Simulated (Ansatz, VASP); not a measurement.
# Ag in VASP and in Ansatz

INCAR

```
SYSTEM = Ag
ALGO = Fast
EDIFF = 1E-6
ENCUT = 520
ISIF = 2
ISMEAR = 1
LASPH = .True.
LCHARG = .True.
LELF = .True.
LREAL = .False.
LVHAR = .True.
LWAVE = .False.
NBANDS = 18
NELM = 60
PREC = Accurate
SIGMA = 0.1
```

The input KPOINTS:

```
k-points
0
Gamma
  24 24 12
  0 0 0
```

POSCAR

```
Ag
1.0
    3.0125763338      0.0000000000      0.0000000000
   -1.5062881669      2.6089676359      0.0000000000
    0.0000000000      0.0000000000      4.5310000292
Ag
2
Direct
    0.3333333333      0.6666666667      0.2500000000
    0.6666666667      0.3333333333      0.7500000000
```

Input for Ansatz:

```yaml
crystal:
  lattice:
    - [3.0125763338, 0.0, 0.0]
    - [-1.5062881669, 2.6089676359, 0.0]
    - [0.0, 0.0, 4.5310000292]
  atoms:
    - { symbol: Ag, position: [0.3333333333, 0.6666666667, 0.25] }
    - { symbol: Ag, position: [0.6666666667, 0.3333333333, 0.75] }
basis:
  ecutwfc: 420
kpoints:
  mp_grid: { grid: [24, 24, 12] }
hamiltonian:
  xc: lda
scf:
  occupations: { method: methfessel_paxton, width: 0.1 }
output:
  forces: true
  stress: true
  eigenvalues: true
```

Alike in both runs: task single point; functional LDA; k mesh 24 × 24 × 12; occupations methfessel-paxton of order 1, width 0.1 eV; no spin polarisation.

```csv
,VASP,Ansatz
version,VASP 6.6.1,Ansatz 0.2.0
potentials or method,"VASP PAW LDA potentials, release 64 (Ag), cutoff 520 eV","scalar-relativistic, plane waves, PAW"
valence electrons in the cell,22,38
```

Ansatz gave:

| Quantity | Value |
| --- | --- |
| gap on the k mesh at the Fermi level (eV) | none |
| pressure (GPa) | -9.9 |
| traceless stress, the component that is largest in VASP (GPa) | 3.59 |

**Question.** What did VASP give for the same quantities?

**Answer.** gap on the k mesh at the Fermi level (eV): none; pressure (GPa): -9.8; traceless stress, the component that is largest in VASP (GPa): 3.60.

LDA's correlation is that of Perdew and Zunger in VASP and of Perdew and Wang (1992) in Ansatz. A gap of «none» marks a metal or a gap that the smearing closes. VASP's potentials hold 22 valence electrons a cell and Ansatz's 38, so a difference there can come from the potentials and not from the codes.
